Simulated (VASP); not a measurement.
RbBr, 2 atoms in the cell. It takes space group P4/mmm (No. 123, tetragonal). Conventional cell: a = 4.242 Å, b = 4.242 Å, c = 3.903 Å, α = 90.00°, β = 90.00°, γ = 90.00°. Within 4.7 Å of Rb (site symmetry 4/mmm) lie 8 Br at 3.58 Å and 6 Rb at 3.90 to 4.24 Å. Within 4.7 Å of Br (site symmetry 4/mmm) lie 8 Rb at 3.58 Å and 6 Br at 3.90 to 4.24 Å.  This cell differs from its parent crystal: ratio of the length along z to the lengths across it x 0.92, volume and fractional coordinates fixed.

- Program: VASP 6.6.1
- Task: single point
- Functional: PBE
- Potentials or basis: VASP PAW PBE potentials, release 64 (Rb_sv, Br)
- Cutoff: 520 eV
- k mesh: 6 × 6 × 6
- Occupations: gaussian, width 0.05 eV
- Spin: no spin polarisation
- Dipole correction: no
- Further INCAR settings: ALGO = Normal; EDIFF = 1e-07; NBANDS = 15

Potentials or basis: VASP PAW PBE potentials, release 64 (Rb_sv, Br).

Launch:

```bash
$ cat potpaw_PBE.64/Rb_sv/POTCAR potpaw_PBE.64/Br/POTCAR > POTCAR
$ mpirun -np 1 vasp_std > vasp.out
```

Hardware: 1 thread of Intel(R) Xeon(R) Platinum 8488C (Sapphire Rapids), with other jobs on the host.

Question: How long does it take, and how much memory?

Answer: Run time: 16 s on 1 thread of Intel(R) Xeon(R) Platinum 8488C (Sapphire Rapids) (shared host), peak memory 0.2 GiB. Counts: scf iterations 13, k points 40.
